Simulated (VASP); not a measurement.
# B (P6/mmm) in VASP: notebook

The runs below take B through single point, with LDA.

All numbers are computed with VASP 6.6.1; they aren't measurements. Logs are shortened: lines on timing, memory, paths and dates and some standing lists are left out, and cuts for length are marked.

## 1. The cell of the first run

The structure is hexagonal, space group P6/mmm (No. 191). The conventional cell has a = 1.725 Å, b = 1.725 Å, c = 3.683 Å, α = 90.00°, β = 90.00°, γ = 120.00°. B (site symmetry 6/mmm) has 6 B at 1.72 Å within 2.3 Å.

## 2. Single point, LDA

INCAR reads:

```
PREC = Accurate
ENCUT = 520
EDIFF = 1E-6
ISMEAR = 1
SIGMA = 0.3
LREAL = F
LASPH = T
NELM = 80
ALGO = Normal
ISIF = 2
LWAVE = F
LCHARG = T
LELF = T
LVHAR = T
NBANDS = 8
```

KPOINTS reads:

```
regular mesh
0
Gamma
  19 19 8
```

POSCAR reads:

```
B
1.0
    1.7248370165      0.0000000000      0.0000000000
   -0.8624185082      1.4937525802      0.0000000000
    0.0000000000      0.0000000000      3.6832629993
B
1
Direct
    0.0000000000      0.0000000000      0.0000000000
```

Potentials or basis: VASP PAW LDA potentials, release 64 (B).

The run is started by

```
$ cat potpaw_LDA.64/B/POTCAR > POTCAR
$ mpirun -np 1 vasp_std > vasp.out
```

OUTCAR:

```text
PREC = Accurate
   ENCUT = 520
   EDIFF = 1E-6
   ISMEAR = 1
   LREAL = F
   LASPH = T
   NELM = 80
   ISIF = 2

 ion  position               nearest neighbor table
   1  0.000  0.000  0.000-

  LATTYP: Found a hexagonal cell.
 ALAT       =     1.7248370165
 C/A-ratio  =     2.1354266891

  Lattice vectors:

 A1 = (   1.7248370165,   0.0000000000,   0.0000000000)
 A2 = (  -0.8624185082,   1.4937525802,   0.0000000000)
 A3 = (   0.0000000000,   0.0000000000,   3.6832629993)

Analysis of symmetry for initial positions (statically):
=====================================================================
 Subroutine PRICEL returns:
 Original cell was already a primitive cell.

 Routine SETGRP: Setting up the symmetry group for a
 hexagonal supercell.

 Subroutine GETGRP returns: Found 24 space group operations
 (whereof 24 operations were pure point group operations)
 out of a pool of 24 trial point group operations.

The static configuration has the point symmetry D_6h.

Analysis of symmetry for dynamics (positions and initial velocities):
=====================================================================
 Subroutine PRICEL returns:
 Original cell was already a primitive cell.

 Routine SETGRP: Setting up the symmetry group for a
 hexagonal supercell.

 Subroutine GETGRP returns: Found 24 space group operations
 (whereof 24 operations were pure point group operations)
 out of a pool of 24 trial point group operations.

The dynamic configuration has the point symmetry D_6h.

 Subroutine INISYM returns: Found 24 space group operations
 (whereof 24 operations are pure point group operations),
 and found     1 'primitive' translations

----------------------------------------------------------------------------------------

                                     Primitive cell

  volume of cell :       9.4899

  direct lattice vectors                    reciprocal lattice vectors
     1.724837016  0.000000000  0.000000000     0.579764923  0.334727455  0.000000000
    -0.862418508  1.493752580  0.000000000     0.000000000  0.669454911  0.000000000
     0.000000000  0.000000000  3.683262999     0.000000000  0.000000000  0.271498397

  length of vectors
     1.724837016  1.724836936  3.683262999     0.669454879  0.669454911  0.271498397

  position of ions in fractional coordinates (direct lattice)
     0.000000000  0.000000000  0.000000000

  ion indices of the primitive-cell ions
   primitive index   ion index
                 1           1

----------------------------------------------------------------------------------------

 KPOINTS: regular mesh

Automatic generation of k-mesh.
 Grid dimensions read from file:
 generate k-points for:   19   19    8

 Generating k-lattice:

  Cartesian coordinates                     Fractional coordinates (reciprocal lattice)
     0.030513943  0.017617234  0.000000000     0.052631579  0.000000000  0.000000000
     0.000000000  0.035234469  0.000000000     0.000000000  0.052631579  0.000000000
     0.000000000  0.000000000  0.033937300     0.000000000  0.000000000  0.125000000

  Length of vectors
     0.035234467  0.035234469  0.033937300

  Shift w.r.t. Gamma in fractional coordinates (k-lattice)
     0.000000000  0.000000000  0.000000000

 Subroutine IBZKPT returns following result:
 ===========================================

 Found    200 irreducible k-points:

 Following reciprocal coordinates:
            Coordinates               Weight
  0.000000  0.000000  0.000000      1.000000
  0.052632  0.000000  0.000000      6.000000
  0.105263  0.000000  0.000000      6.000000
  0.157895  0.000000  0.000000      6.000000
  0.210526  0.000000  0.000000      6.000000
  0.263158  0.000000  0.000000      6.000000
[... 16 lines left out ...]
  0.263158  0.105263  0.000000     12.000000
  0.315789  0.105263  0.000000     12.000000
 [... further k-points ...]
   k-points           NKPTS =    200   k-points in BZ     NKDIM =    200   number of bands    NBANDS=      8
   number of dos      NEDOS =    301   number of ions     NIONS =      1
   total plane-waves  NPLWV =   5488
   dimension x,y,z NGX =    14 NGY =   14 NGZ =   28
   dimension x,y,z NGXF=    28 NGYF=   28 NGZF=   56
   ions per type =               1
   NGX,Y,Z   is equivalent  to a cutoff of  13.49, 13.49, 12.64 a.u.
   NGXF,Y,Z  is equivalent  to a cutoff of  26.99, 26.99, 25.28 a.u.
 SYSTEM =  unknown system
   PREC   = accura    normal or accurate (medium, high low for compatibility)
   ISTART =      0    job   : 0-new  1-cont  2-samecut
   ICHARG =      2    charge: 1-file 2-atom 10-const
   ISPIN  =      1    spin polarized calculation?
   LNONCOLLINEAR =      F non collinear calculations
   LSORBIT =      F    spin-orbit coupling
   LASPH  =      T    aspherical Exc in radial PAW
   ENCUT  =  520.0 eV  38.22 Ry    6.18 a.u.   3.21  3.21  6.85*2*pi/ulx,y,z
   NELM   =     80;   NELMIN=  2; NELMDL= -5     # of ELM steps
   EDIFF  = 0.1E-05   stopping-criterion for ELM
   LREAL  =      F    real-space projection
   EDIFFG = 0.1E-04   stopping-criterion for IOM
   NSW    =      0    number of steps for IOM
   IBRION =     -1    ionic relax: 0-MD 1-quasi-New 2-CG
   NFREE  =      0    steps in history (QN), initial steepest desc. (CG)
   ISIF   =      2    stress and relaxation
   ISYM   =      2    0-nonsym 1-usesym 2-fastsym
   POTIM  = 0.5000    time-step for ionic-motion
   TEBEG  =    0.0;   TEEND  =   0.0 temperature during run
   PSTRESS=    0.0 pullay stress
   NELECT =       3.0000    total number of electrons
   NUPDOWN=      -1.0000    fix difference up-down
   EMIN   =  10.00;   EMAX   =-10.00  energy-range for DOS
   EFERMI =   0.00;   METHOD = LEGACY
   ISMEAR =     1;   SIGMA  =   0.30  broadening in eV -4-tet -1-fermi 0-gaus
   EFERMI_NEDOS =   21; number of points for ismear=-14 and -15
   IALGO  =     38    algorithm
   IMIX   =      4    mixing-type and parameters
     AMIX     =   0.40;   BMIX     =  1.00
     AMIX_MAG =   1.60;   BMIX_MAG =  1.00
  volume/ion in A,a.u.               =       9.49        64.04
  Fermi-wavevector in a.u.,A,eV,Ry     =   1.115224  2.107468 16.921899  1.243725
  Thomas-Fermi vector in A             =   2.251827
   LORBIT       =      0    0 simple, 1 ext, 2 COOP (PROOUT), +10 PAW based schemes
   GGA     = CA    functional components
   LHFCALC =     F    Hartree Fock is set to
   AEXX    =    0.0000 exact exchange contribution
   IVDW    =     0    specifies the selected vdW correction
   LEPSILON=     F    determine dielectric tensor
   LRPA    =     F    only Hartree local field effects (RPA)
 non-spin polarized calculation
 Methfessel and Paxton  Order N= 1 SIGMA  =   0.30
  energy-cutoff  :      520.00
  volume of cell :        9.49
 maximum number of plane-waves:       271
 NGX is ok and might be reduce to    14
   NGX =  7   NGY =  7   NGZ = 13

 number of electron       3.0000000 magnetization

 Free energy of the ion-electron system (eV)
  ---------------------------------------------------
  ext. energy  EPLUGINS =         0.00000000
  ---------------------------------------------------
  free energy    TOTEN  =        -6.72463015 eV

  energy without entropy =       -6.72239921  energy(sigma->0) =       -6.72388650

 E-fermi :   5.0427     XC(G=0): -10.1773

 val. band max:        4.9309976087   @ k =   0.3158   0.2632   0.5000
 cond. band min:       5.0670043273   @ k =   0.2105   0.2105   0.5000
 fundamental gap:      0.1360067187
 Fermi energy:         5.0427206588

 k-point     1 :       0.0000    0.0000    0.0000
  band No.  band energies     occupation
      1     -11.7394      2.00000
      2      -1.5023      2.00000
      3       7.1863     -0.00000
      4      28.6396      0.00000
      5      28.6396      0.00000
      6      30.1510      0.00000
      7      36.2384      0.00000
      8      50.1281      0.00000

 k-point     2 :       0.0526    0.0000    0.0000
  band No.  band energies     occupation
      1     -11.6147      2.00000
      2      -1.3254      2.00000
      3       7.3406     -0.00000
      4      27.9996      0.00000
      5      28.2578      0.00000
      6      30.2820      0.00000
      7      36.6176      0.00000
      8      47.4283      0.00000

 k-point     3 :       0.1053    0.0000    0.0000
  band No.  band energies     occupation
      1     -11.2418      2.00000
      2      -0.7959      2.00000
      3       7.8007     -0.00000
      4      26.2628      0.00000
      5      27.2576      0.00000
      6      30.6557      0.00000
      7      37.4424      0.00000
      8      44.5269      0.00000

 k-point     4 :       0.1579    0.0000    0.0000
  band No.  band energies     occupation
      1     -10.6241      2.00000
      2       0.0832      2.00000
      3       8.5548     -0.00000
      4      23.7434      0.00000
      5      25.9336      0.00000
      6      31.1925      0.00000
      7      38.0529      0.00000
      8      43.2067      0.00000

 k-point     5 :       0.2105    0.0000    0.0000
  band No.  band energies     occupation
      1      -9.7691      2.00000
      2       1.3053      2.00000
      3       9.5625     -0.00000
      4      20.7956      0.00000
      5      24.5390      0.00000
      6      31.6375      0.00000
      7      38.0786      0.00000
      8      42.4295      0.00000
[... 177 lines left out ...]
 k-point    22 :       0.2105    0.1053    0.0000
  band No.  band energies     occupation
      1      -8.3180      2.00000
      2       3.3720      2.00000
      3      11.1543      0.00000
      4      17.3390      0.00000
      5      21.5678      0.00000
      6      31.2502      0.00000
      7      39.8726      0.00000
      8      40.2001      0.00000

 k-point    23 :       0.2632    0.1053    0.0000
  band No.  band energies     occupation
      1      -7.0384      2.00000
      2       5.2190      0.17119
      3      11.5714      0.00000
      4      15.3432      0.00000
      5      20.7597      0.00000
      6      29.0079      0.00000
      7      37.5884      0.00000
      8      38.8097      0.00000

 k-point    24 :       0.3158    0.1053    0.0000
  band No.  band energies     occupation
      1      -5.6235      2.00000
      2       7.3068     -0.00000
      3       9.7932     -0.00000
      4      15.9588      0.00000
      5      20.3492      0.00000
      6      25.7626      0.00000
      7      33.4021      0.00000
      8      38.7386      0.00000

 [... further k-points ...]
[... 5 lines left out ...]
  --------------------------------------------------------------------------------------
  -------------------------------------------------------------------------------------
  Total       -0.8270876     -0.8270875     -0.0329548     -0.0000000     -0.0000000      0.0000000
  in kB     -139.6376807   -139.6376632     -5.5637796     -0.0000000     -0.0000000      0.0000000
  external PRESSURE =     -94.9463745 kB  Pullay stress =       0.0000000 kB

 VOLUME and BASIS-vectors are now :
 -----------------------------------------------------------------------------
  energy-cutoff  :      520.00
  volume of cell :        9.49
      direct lattice vectors                 reciprocal lattice vectors
     1.724837016  0.000000000  0.000000000     0.579764923  0.334727455  0.000000000
    -0.862418508  1.493752580  0.000000000     0.000000000  0.669454911  0.000000000
     0.000000000  0.000000000  3.683262999     0.000000000  0.000000000  0.271498397

 POSITION                                       TOTAL-FORCE (eV/Angst)
 -----------------------------------------------------------------------------------
      0.00000      0.00000      0.00000        -0.000000      0.000000      0.000000
 -----------------------------------------------------------------------------------
    total drift:                               -0.000000     -0.000000     -0.000000

  FREE ENERGIE OF THE ION-ELECTRON SYSTEM (eV)
  ---------------------------------------------------
  free  energy   TOTEN  =        -6.7246301452 eV

  energy  without entropy=       -6.7223992073  energy(sigma->0) =       -6.72388650
```

Wall time 9.6 s (1 thread of Intel Xeon 6975P-C, shared host); peak memory 0.11 GiB.

Results:

| Item | Value |
| --- | --- |
| Free energy | -6.7246 eV |
| Pressure | -9.5 GPa |

Stress tensor (GPa, compression positive):
```
-13.96   0.00   0.00
  0.00 -13.96   0.00
  0.00   0.00  -0.56
```

Levels at points of the mesh, in eV from the Fermi level:
```csv
k point,band 1,band 2,band 3,band 4,band 5,band 6,band 7
"(0.00, 0.00, 0.00)",-16.78,-6.55,2.14,23.60,23.60,25.11,31.20
"(0.00, 0.00, 0.50)",-16.47,-8.42,8.55,13.42,23.60,23.60,44.23
```

(Part 1 of 2 ends here.)
